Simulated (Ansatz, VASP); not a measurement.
## One calculation of Pb, two programs

```
Pb
1.0
     0.00000    2.66738    2.46980
     2.66738    0.00000    2.46980
     2.66738    2.66738    0.00000
Pb
1
Cartesian
  0.0000 0.0000 0.0000
```

Change from the starting cell: strain +0.080 along x and y, +0.000 along z, atoms carried along.

Alike in both runs: task single point; functional LDA; k mesh 16 × 16 × 16; occupations gaussian, width 0.15 eV; no spin polarisation.

```csv
,VASP,Ansatz
version,VASP 6.6.1,Ansatz 0.2.0
potentials or method,"VASP PAW LDA potentials, release 64 (Pb_d), cutoff 520 eV","scalar-relativistic, plane waves, PAW"
valence electrons in the cell,14,14
```

|  | VASP | Ansatz | Ansatz less VASP |
| --- | --- | --- | --- |
| gap on the k mesh at the Fermi level (eV) | none | none | - |
| pressure (GPa) | -6.2 | -6.2 | -0.02 |
| traceless stress, the component that is largest in VASP (GPa) | 0.42 | 0.41 | -0.009 |

LDA's correlation is that of Perdew and Zunger in VASP and of Perdew and Wang (1992) in Ansatz. A gap of «none» marks a metal or a gap that the smearing closes.

Neither program's run includes spin-orbit coupling.
